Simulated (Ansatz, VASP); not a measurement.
# TiC: VASP beside Ansatz

```
Ti C
1.0
     0.00000    2.12269    2.12269
     2.12269    0.00000    2.12269
     2.12269    2.12269    0.00000
Ti C
1 1
Direct
  0.00000 0.00000 0.00000
  0.50000 0.50000 0.50000
```

Alike in both runs: task single point; functional PBE; k mesh 11 × 11 × 11; no spin polarisation.

|  | VASP | Ansatz |
| --- | --- | --- |
| version | VASP 6.6.1 | Ansatz 0.2.0 |
| potentials or method | VASP PAW PBE potentials, release 64 (Ti_sv, C), cutoff 520 eV | plane waves, PAW |
| occupations | methfessel-paxton of order 1, width 0.1 eV | cold, width 0.1 eV |
| valence electrons in the cell | 16 | 16 |

Ansatz gave:

```
pressure (GPa) : 17.4
```

Task: Estimate VASP's values.

Result: Pressure (GPa): 17.6.
